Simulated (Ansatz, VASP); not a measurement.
**Two plane-wave programs on FeSi**

Contents of INCAR:

```
SYSTEM = FeSi
PREC = Accurate
ENCUT = 520
EDIFF = 1E-6
ISMEAR = 0
SIGMA = 0.01
LREAL = .FALSE.
LASPH = .TRUE.
NELM = 60
ALGO = Normal
ISIF = 2
LWAVE = .FALSE.
LCHARG = .FALSE.
GGA = PE
IBRION = 2
NSW = 50
EDIFFG = -0.01
```

KPOINTS

```
Automatic mesh
0
G
  8 8 8
  0 0 0
```

Contents of POSCAR:

```
FeSi
1.0
    4.4031015200      0.0000000000      0.0000000000
    0.0000000000      4.4031015200      0.0000000000
    0.0000000000      0.0000000000      4.4031015200
Fe Si
4 4
Direct
    0.1359940311      0.1359940311      0.1359940311
    0.3640059689      0.8640059689      0.6359940311
    0.6359940311      0.3640059689      0.8640059689
    0.8640059689      0.6359940311      0.3640059689
    0.8407200319      0.8407200319      0.8407200319
    0.6592799681      0.1592799681      0.3407200319
    0.3407200319      0.6592799681      0.1592799681
    0.1592799681      0.3407200319      0.6592799681
```

Input for Ansatz:

```yaml
crystal:
  lattice:
    - [4.4031016687, 0.0, 0.0]
    - [0.0, 4.4031016687, 0.0]
    - [0.0, 0.0, 4.4031016687]
  atoms:
    - { symbol: Fe, position: [0.1359940297, 0.1359940297, 0.1359940297] }
    - { symbol: Fe, position: [0.3640059703, 0.8640059703, 0.6359940297] }
    - { symbol: Fe, position: [0.6359940297, 0.3640059703, 0.8640059703] }
    - { symbol: Fe, position: [0.8640059703, 0.6359940297, 0.3640059703] }
    - { symbol: Si, position: [0.8407200305, 0.8407200305, 0.8407200305] }
    - { symbol: Si, position: [0.6592799695, 0.1592799695, 0.3407200305] }
    - { symbol: Si, position: [0.3407200305, 0.6592799695, 0.1592799695] }
    - { symbol: Si, position: [0.1592799695, 0.3407200305, 0.6592799695] }
basis:
  ecutwfc: 420
kpoints:
  mp_grid: { grid: [8, 8, 8] }
hamiltonian:
  xc: pbe
scf:
  occupations: { method: gaussian, width: 0.01 }
output:
  forces: true
  stress: true
  eigenvalues: true
relax:
  adjacent_minimum: "off"
  f_tol: 0.01
  max_steps: 30
```

Alike in both runs: task relaxation of the atoms; functional PBE; k mesh 8 × 8 × 8; occupations gaussian, width 0.01 eV; no spin polarisation.

|  | VASP | Ansatz |
| --- | --- | --- |
| version | VASP 6.6.1 | Ansatz 0.2.0 |
| potentials or method | VASP PAW PBE potentials, release 64 (Fe, Si), cutoff 520 eV | scalar-relativistic, plane waves, PAW |
| valence electrons in the cell | 48 | 80 |

|  | VASP | Ansatz | Ansatz less VASP |
| --- | --- | --- | --- |
| gap on the k mesh at the Fermi level, each at its own relaxed structure (eV) | 0.16 | 0.17 | +0.008 |

VASP's potentials hold 48 valence electrons a cell and Ansatz's 80, so a difference there can come from the potentials and not from the codes. Ansatz's warnings: stress scf threshold loose.
